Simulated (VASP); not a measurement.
# BaTiO3 (P4mm) in VASP: notebook

BaTiO3 is run at these levels: PBE+U, PBE; tasks: single point.

All numbers are computed with VASP 6.6.1; they aren't measurements. Logs are shortened: lines on timing, memory, paths and dates and some standing lists are left out, and cuts for length are marked.

### 1 The cell of the first run

Symmetry: P4mm, No. 99, tetragonal system. Conventional cell: a = 3.991 Å, b = 3.991 Å, c = 4.185 Å, α = 90.00°, β = 90.00°, γ = 90.00°. Within 3.7 Å of Ba (site symmetry 4mm) lie 12 O at 2.80 to 2.98 Å and 8 Ti at 3.47 to 3.56 Å. Within 2.4 Å of Ti (site symmetry 4mm) lie 6 O at 1.82 to 2.37 Å. Within 3.0 Å of O (site symmetry 2mm) lie 2 Ti at 2.00 Å and 4 Ba at 2.80 to 2.98 Å and 8 O at 2.82 to 2.95 Å. Within 2.4 Å of O (site symmetry 4mm) lie 2 Ti at 1.82 to 2.37 Å.

### 2 Single point, PBE+U

Contents of INCAR:

```
ALGO     = Normal         # electronic algorithm
EDIFF    = 1E-6           # SCF threshold, eV
ENCUT    = 1340           # plane-wave cutoff, eV
GGA      = PE             # functional
GGA_COMPAT= F            
ISIF     = 2              # what is computed and relaxed
ISMEAR   = -1             # smearing method
LASPH    = T              # aspherical terms in the spheres
LCHARG   = F              # write CHGCAR
LDAU     = T              # DFT+U
LDAUJ    = 0 0 0        
LDAUL    = -1 2 -1        # shell
LDAUPRINT= 1            
LDAUTYPE = 2            
LDAUU    = 0 1 0          # U, eV
LMAXMIX  = 4              # l up to which the mixer works
LREAL    = F              # projectors in reciprocal space
LWAVE    = F              # write WAVECAR
NBANDS   = 28             # bands
NELM     = 200            # most SCF steps
PREC     = Accurate       # precision mode
SIGMA    = 0.05           # smearing width, eV
```

Contents of KPOINTS:

```
k-points
0
Gamma
  7 7 7
```

Contents of POSCAR:

```
BaTiO3
1.0
    3.9913535024      0.0000000000      0.0000000000
    0.0000000000      3.9913535024      0.0000000000
    0.0000000000      0.0000000000      4.1853507905
Ba Ti O
1 1 3
Direct
    0.0000000000      0.0000000000     -0.0092878844
    0.5000000000      0.5000000000      0.4737411950
    0.0000000000      0.5000000000      0.5198066042
    0.5000000000      0.0000000000      0.5198066042
    0.5000000000      0.5000000000      0.0389334810
```

Potentials or basis: VASP PAW PBE potentials, release 64 (Ba_sv, Ti_sv, O_h).

The run is started by

```
> cat potpaw_PBE.64/Ba_sv/POTCAR potpaw_PBE.64/Ti_sv/POTCAR potpaw_PBE.64/O_h/POTCAR > POTCAR
> mpirun -np 1 vasp_std > vasp.out
```

OUTCAR:

```text
EDIFF = 1E-6
   ENCUT = 1340
   GGA = PE
   ISIF = 2
   ISMEAR = -1
   LASPH = T
   LREAL = F
   NELM = 200
   PREC = Accurate

 ion  position               nearest neighbor table
   1  0.000  0.000  0.991-   3 2.80   4 2.80   3 2.80   4 2.80   5 2.83   5 2.83   5 2.83   5 2.83
                             4 2.98   3 2.98   4 2.98   3 2.98   2 3.47   2 3.47   2 3.47   2 3.47
   2  0.500  0.500  0.474-   5 1.82   4 2.00   3 2.00   4 2.00   3 2.00   1 3.47   1 3.47   1 3.47
                             1 3.47   1 3.56   1 3.56   1 3.56   1 3.56
   3  0.000  0.500  0.520-   2 2.00   2 2.00   1 2.80   1 2.80   1 2.98   1 2.98
   4  0.500  0.000  0.520-   2 2.00   2 2.00   1 2.80   1 2.80   1 2.98   1 2.98
   5  0.500  0.500  0.039-   2 1.82   1 2.83   1 2.83   1 2.83   1 2.83

  LATTYP: Found a simple tetragonal cell.
 ALAT       =     3.9913535024
 C/A-ratio  =     1.0486043865

  Lattice vectors:

 A1 = (   3.9913535024,   0.0000000000,   0.0000000000)
 A2 = (   0.0000000000,   3.9913535024,   0.0000000000)
 A3 = (   0.0000000000,   0.0000000000,   4.1853507905)

Analysis of symmetry for initial positions (statically):
=====================================================================
 Subroutine PRICEL returns:
 Original cell was already a primitive cell.

 Routine SETGRP: Setting up the symmetry group for a
 simple tetragonal supercell.

 Subroutine GETGRP returns: Found  8 space group operations
 (whereof  8 operations were pure point group operations)
 out of a pool of 16 trial point group operations.

The static configuration has the point symmetry C_4v.

Analysis of symmetry for dynamics (positions and initial velocities):
=====================================================================
 Subroutine PRICEL returns:
 Original cell was already a primitive cell.

 Routine SETGRP: Setting up the symmetry group for a
 simple tetragonal supercell.

 Subroutine GETGRP returns: Found  8 space group operations
 (whereof  8 operations were pure point group operations)
 out of a pool of 16 trial point group operations.

The dynamic configuration has the point symmetry C_4v.

 Subroutine INISYM returns: Found  8 space group operations
 (whereof  8 operations are pure point group operations),
 and found     1 'primitive' translations

----------------------------------------------------------------------------------------

                                     Primitive cell

  volume of cell :      66.6764

  direct lattice vectors                    reciprocal lattice vectors
     3.991353502  0.000000000  0.000000000     0.250541577  0.000000000  0.000000000
     0.000000000  3.991353502  0.000000000     0.000000000  0.250541577  0.000000000
     0.000000000  0.000000000  4.185350791     0.000000000  0.000000000  0.238928599

  length of vectors
     3.991353502  3.991353502  4.185350791     0.250541577  0.250541577  0.238928599

  position of ions in fractional coordinates (direct lattice)
     0.000000000  0.000000000  0.990712116
     0.500000000  0.500000000  0.473741195
     0.000000000  0.500000000  0.519806604
     0.500000000  0.000000000  0.519806604
     0.500000000  0.500000000  0.038933481

  ion indices of the primitive-cell ions
   primitive index   ion index
                 1           1
                 2           2
                 3           3
                 4           4
                 5           5

----------------------------------------------------------------------------------------

 KPOINTS: k-points

Automatic generation of k-mesh.
 Grid dimensions read from file:
 generate k-points for:    7    7    7

 Generating k-lattice:

  Cartesian coordinates                     Fractional coordinates (reciprocal lattice)
     0.035791654  0.000000000  0.000000000     0.142857143  0.000000000  0.000000000
     0.000000000  0.035791654  0.000000000     0.000000000  0.142857143  0.000000000
     0.000000000  0.000000000  0.034132657     0.000000000  0.000000000  0.142857143

  Length of vectors
     0.035791654  0.035791654  0.034132657

  Shift w.r.t. Gamma in fractional coordinates (k-lattice)
     0.000000000  0.000000000  0.000000000

 Subroutine IBZKPT returns following result:
 ===========================================

 Found     40 irreducible k-points:

 Following reciprocal coordinates:
            Coordinates               Weight
  0.000000  0.000000  0.000000      1.000000
  0.142857  0.000000  0.000000      4.000000
  0.285714  0.000000  0.000000      4.000000
  0.428571  0.000000  0.000000      4.000000
  0.142857  0.142857  0.000000      4.000000
  0.285714  0.142857  0.000000      8.000000
[... 16 lines left out ...]
  0.285714  0.000000  0.285714      8.000000
  0.428571  0.000000  0.285714      8.000000
 [... further k-points ...]
   k-points           NKPTS =     40   k-points in BZ     NKDIM =     40   number of bands    NBANDS=     28
   number of dos      NEDOS =    301   number of ions     NIONS =      5
   total plane-waves  NPLWV = 115200
   dimension x,y,z NGX =    48 NGY =   48 NGZ =   50
   dimension x,y,z NGXF=    96 NGYF=   96 NGZF=  100
   ions per type =               1   1   3
   NGX,Y,Z   is equivalent  to a cutoff of  19.99, 19.99, 19.86 a.u.
   NGXF,Y,Z  is equivalent  to a cutoff of  39.99, 39.99, 39.72 a.u.
 SYSTEM =  unknown system
   PREC   = accura    normal or accurate (medium, high low for compatibility)
   ISTART =      0    job   : 0-new  1-cont  2-samecut
   ICHARG =      2    charge: 1-file 2-atom 10-const
   ISPIN  =      1    spin polarized calculation?
   LNONCOLLINEAR =      F non collinear calculations
   LSORBIT =      F    spin-orbit coupling
   LASPH  =      T    aspherical Exc in radial PAW
   ENCUT  = 1340.0 eV  98.49 Ry    9.92 a.u.  11.91 11.91 12.49*2*pi/ulx,y,z
   NELM   =    200;   NELMIN=  2; NELMDL= -5     # of ELM steps
   EDIFF  = 0.1E-05   stopping-criterion for ELM
   LREAL  =      F    real-space projection
   EDIFFG = 0.1E-04   stopping-criterion for IOM
   NSW    =      0    number of steps for IOM
   IBRION =     -1    ionic relax: 0-MD 1-quasi-New 2-CG
   NFREE  =      0    steps in history (QN), initial steepest desc. (CG)
   ISIF   =      2    stress and relaxation
   ISYM   =      2    0-nonsym 1-usesym 2-fastsym
   POTIM  = 0.5000    time-step for ionic-motion
   TEBEG  =    0.0;   TEEND  =   0.0 temperature during run
   PSTRESS=    0.0 pullay stress
   NELECT =      40.0000    total number of electrons
   NUPDOWN=      -1.0000    fix difference up-down
   EMIN   =  10.00;   EMAX   =-10.00  energy-range for DOS
   EFERMI =   0.00;   METHOD = LEGACY
   ISMEAR =    -1;   SIGMA  =   0.05  broadening in eV -4-tet -1-fermi 0-gaus
   EFERMI_NEDOS =   21; number of points for ismear=-14 and -15
   IALGO  =     38    algorithm
   IMIX   =      4    mixing-type and parameters
     AMIX     =   0.40;   BMIX     =  1.00
     AMIX_MAG =   1.60;   BMIX_MAG =  1.00
  volume/ion in A,a.u.               =      13.34        89.99
  Fermi-wavevector in a.u.,A,eV,Ry     =   1.380715  2.609173 25.937796  1.906374
  Thomas-Fermi vector in A             =   2.505567
   LORBIT       =      0    0 simple, 1 ext, 2 COOP (PROOUT), +10 PAW based schemes
 LDA+U is selected, type is set to LDAUTYPE =  2
   angular momentum for each species LDAUL =    -1    2   -1
   U (eV)           for each species LDAUU =   0.0  1.0  0.0
   J (eV)           for each species LDAUJ =   0.0  0.0  0.0
   GGA     = PE    functional components
   LHFCALC =     F    Hartree Fock is set to
   AEXX    =    0.0000 exact exchange contribution
   IVDW    =     0    specifies the selected vdW correction
   LEPSILON=     F    determine dielectric tensor
   LRPA    =     F    only Hartree local field effects (RPA)
 non-spin polarized calculation
  energy-cutoff  :     1340.00
  volume of cell :       66.68
 maximum number of plane-waves:      7449
 NGX is ok and might be reduce to    48
   NGX = 23   NGY = 23   NGZ = 25

atom =   2  type =  2  l = 2

 onsite density matrix

spin component  1

  0.1153  0.0000  0.0000  0.0000 -0.0000
  0.0000  0.1317  0.0000  0.0000 -0.0000
  0.0000  0.0000  0.2601 -0.0000 -0.0000
  0.0000  0.0000 -0.0000  0.1317 -0.0000
 -0.0000 -0.0000 -0.0000 -0.0000  0.2385

spin component  2

  0.1153  0.0000  0.0000  0.0000 -0.0000
  0.0000  0.1317  0.0000  0.0000 -0.0000
  0.0000  0.0000  0.2601 -0.0000 -0.0000
  0.0000  0.0000 -0.0000  0.1317 -0.0000
 -0.0000 -0.0000 -0.0000 -0.0000  0.2385

 occupancies and eigenvectors

  o =  0.1153  v =  1.0000  0.0000  0.0000  0.0000  0.0000  0.0000  0.0000  0.0000  0.0000  0.0000      0.0000  0.0000  0.0000  0.0000  0.0000  0.0000  0.0000  0.0000  0.0000  0.0000
  o =  0.1153  v =  0.0000  0.0000  0.0000  0.0000  0.0000  1.0000  0.0000  0.0000  0.0000  0.0000      0.0000  0.0000  0.0000  0.0000  0.0000  0.0000  0.0000  0.0000  0.0000  0.0000
  o =  0.1317  v =  0.0000 -0.8947  0.0000 -0.4466 -0.0000  0.0000  0.0000  0.0000  0.0000  0.0000      0.0000  0.0000  0.0000  0.0000  0.0000  0.0000  0.0000  0.0000  0.0000  0.0000
  o =  0.1317  v =  0.0000  0.0000  0.0000  0.0000  0.0000  0.0000 -0.8947  0.0000 -0.4466 -0.0000      0.0000  0.0000  0.0000  0.0000  0.0000  0.0000  0.0000  0.0000  0.0000  0.0000
  o =  0.1317  v =  0.0000  0.4466  0.0000 -0.8947 -0.0000  0.0000  0.0000  0.0000  0.0000  0.0000      0.0000  0.0000  0.0000  0.0000  0.0000  0.0000  0.0000  0.0000  0.0000  0.0000
  o =  0.1317  v =  0.0000  0.0000  0.0000  0.0000  0.0000  0.0000  0.4466  0.0000 -0.8947 -0.0000      0.0000  0.0000  0.0000  0.0000  0.0000  0.0000  0.0000  0.0000  0.0000  0.0000
  o =  0.2385  v =  0.0000  0.0000  0.0000  0.0000  0.0000  0.0000  0.0000  0.0000  0.0000 -1.0000      0.0000  0.0000  0.0000  0.0000  0.0000  0.0000  0.0000  0.0000  0.0000  0.0000
  o =  0.2385  v =  0.0000  0.0000  0.0000  0.0000 -1.0000  0.0000  0.0000  0.0000  0.0000  0.0000      0.0000  0.0000  0.0000  0.0000  0.0000  0.0000  0.0000  0.0000  0.0000  0.0000
  o =  0.2601  v =  0.0000  0.0000  0.0000  0.0000  0.0000  0.0000 -0.0000 -1.0000 -0.0000 -0.0000      0.0000  0.0000  0.0000  0.0000  0.0000  0.0000  0.0000  0.0000  0.0000  0.0000
  o =  0.2601  v =  0.0000 -0.0000 -1.0000 -0.0000 -0.0000  0.0000  0.0000  0.0000  0.0000  0.0000      0.0000  0.0000  0.0000  0.0000  0.0000  0.0000  0.0000  0.0000  0.0000  0.0000

 number of electron      40.0000001 magnetization

 Free energy of the ion-electron system (eV)
  ---------------------------------------------------
  ext. energy  EPLUGINS =         0.00000000
  ---------------------------------------------------
  free energy    TOTEN  =       -39.35913446 eV

  energy without entropy =      -39.35913446  energy(sigma->0) =      -39.35913446

 E-fermi :   5.0610     XC(G=0): -11.0360

 val. band max:        3.9986190176   @ k =   0.4286   0.4286   0.4286
 cond. band min:       6.0097024779   @ k =   0.0000   0.0000   0.0000
 fundamental gap:      2.0110834603
 Fermi energy:         5.0609728207

 k-point     1 :       0.0000    0.0000    0.0000
  band No.  band energies     occupation
      1     -52.8134      2.00000
      2     -29.1213      2.00000
      3     -28.9987      2.00000
      4     -28.9987      2.00000
      5     -21.0504      2.00000
      6     -12.8997      2.00000
[... 20 lines left out ...]
     27       9.1715      0.00000
     28      10.7876      0.00000

 k-point     2 :       0.1429    0.0000    0.0000
  band No.  band energies     occupation
      1     -52.8132      2.00000
      2     -29.1209      2.00000
      3     -29.0083      2.00000
      4     -28.9984      2.00000
      5     -21.0303      2.00000
      6     -12.9067      2.00000
[... 674 lines left out ...]
 k-point    24 :       0.4286    0.0000    0.2857
  band No.  band energies     occupation
      1     -52.8121      2.00000
      2     -29.1364      2.00000
      3     -29.0454      2.00000
      4     -28.9963      2.00000
      5     -20.9186      2.00000
      6     -12.8021      2.00000
[... 20 lines left out ...]
     27      11.9794      0.00000
     28      12.5930      0.00000

 [... further k-points ...]

------------------------ aborting loop because EDIFF is reached ----------------------------------------

  FORCE on cell =-STRESS in cart. coord.  units (eV):
  Direction    XX          YY          ZZ          XY          YZ          ZX
  --------------------------------------------------------------------------------------
  -------------------------------------------------------------------------------------
  Total        0.7419156      0.7419156      0.8280149      0.0000000      0.0000000      0.0000000
  in kB       17.8275990     17.8275990     19.8964918      0.0000000      0.0000000      0.0000000
  external PRESSURE =      18.5172299 kB  Pullay stress =       0.0000000 kB

 VOLUME and BASIS-vectors are now :
 -----------------------------------------------------------------------------
  energy-cutoff  :     1340.00
  volume of cell :       66.68
      direct lattice vectors                 reciprocal lattice vectors
     3.991353502  0.000000000  0.000000000     0.250541577  0.000000000  0.000000000
     0.000000000  3.991353502  0.000000000     0.000000000  0.250541577  0.000000000
     0.000000000  0.000000000  4.185350791     0.000000000  0.000000000  0.238928599

 POSITION                                       TOTAL-FORCE (eV/Angst)
 -----------------------------------------------------------------------------------
      0.00000      0.00000      4.14648         0.000000      0.000000      0.045028
      1.99568      1.99568      1.98277         0.000000     -0.000000      0.192924
      0.00000      1.99568      2.17557         0.000000     -0.000000     -0.021653
      1.99568      0.00000      2.17557        -0.000000     -0.000000     -0.021653
      1.99568      1.99568      0.16295         0.000000      0.000000     -0.194645
 -----------------------------------------------------------------------------------
    total drift:                                0.000000      0.000000      0.000204

  FREE ENERGIE OF THE ION-ELECTRON SYSTEM (eV)
  ---------------------------------------------------
  free  energy   TOTEN  =       -39.3591344573 eV

  energy  without entropy=      -39.3591344571  energy(sigma->0) =      -39.35913446
```

It took 3.9 min on 1 thread of Intel Xeon Platinum 8488C (Sapphire Rapids), shared host; peak memory 0.54 GiB.

Results:

* Free energy: -39.3591 eV
* Pressure: 1.9 GPa
* Largest force: 0.195 eV/Å
* Band gap on the k mesh: 2.01 eV (least direct gap 2.45 eV)

Forces in eV/Å, atoms in the order of the input:
```
Ba   0.000  0.000  0.045
Ti   0.000  0.000  0.193
O    0.000  0.000 -0.022
O    0.000  0.000 -0.022
O    0.000  0.000 -0.195
```

Eigenvalues of the final occupation matrices:
| site | spin | trace | eigenvalues |
| --- | --- | --- | --- |
| site 2 d | 1 | 0.88 | 0.12 0.13 0.13 0.24 0.26 |
| site 2 d | 2 | 0.88 | 0.12 0.13 0.13 0.24 0.26 |

Caveat: spin-orbit coupling is left out, which moves the levels of the heavy elements. A k mesh can miss the band edges.

### 3 Single point, PBE

Contents of INCAR:

```
SYSTEM = BaTiO3
PREC = Accurate
ENCUT = 1340
EDIFF = 1E-6
ISMEAR = -1
SIGMA = 0.05
LREAL = .False.
LASPH = .True.
NELM = 120
ALGO = Normal
ISIF = 2
LWAVE = .False.
LCHARG = .False.
GGA = PE
NBANDS = 28
GGA_COMPAT = .False.
```

Contents of KPOINTS:

```
Automatic mesh
0
Gamma
  7 7 7
  0 0 0
```

Contents of POSCAR:

```
BaTiO3
1.0
    3.9858087770      0.0000000000      0.0000000000
    0.0000000000      3.9858087770      0.0000000000
    0.0000000000      0.0000000000      4.2001847878
Ba Ti O
1 1 3
Direct
    0.0000000000      0.0000000000     -0.0105539026
    0.5000000000      0.5000000000      0.4721461325
    0.0000000000      0.5000000000      0.5203309325
    0.5000000000      0.0000000000      0.5203309325
    0.5000000000      0.5000000000      0.0407459051
```

Potentials or basis: VASP PAW PBE potentials, release 64 (Ba_sv, Ti_sv, O_h).

The run is started by

```
> cat potpaw_PBE.64/Ba_sv/POTCAR potpaw_PBE.64/Ti_sv/POTCAR potpaw_PBE.64/O_h/POTCAR > POTCAR
> mpirun -np 1 vasp_std > vasp.out
```

It took 2.7 min on 1 thread of Intel Xeon 6975P-C (Granite Rapids), shared host; peak memory 0.55 GiB.

Results (log left out):

```
Free energy            : -40.0704 eV
Pressure               : 1.4 GPa
Largest force          : 0.048 eV/Å
Band gap on the k mesh : 1.90 eV (least direct gap 2.36 eV)
```

Forces on the atoms (eV/Å):
```
Ba   0.000  0.000  0.048
Ti   0.000  0.000  0.042
O    0.000  0.000 -0.023
O    0.000  0.000 -0.023
O    0.000  0.000 -0.045
```

Levels at points of the mesh, in eV from the valence-band top:
```csv
k point,band 17,band 18,band 19,band 20,band 21,band 22,band 23,band 24
"(0.00, 0.00, 0.00)",-1.22,-0.82,-0.46,-0.46,1.90,2.55,2.55,4.12
```

Caveat: spin-orbit coupling is left out, which moves the levels of the heavy elements.
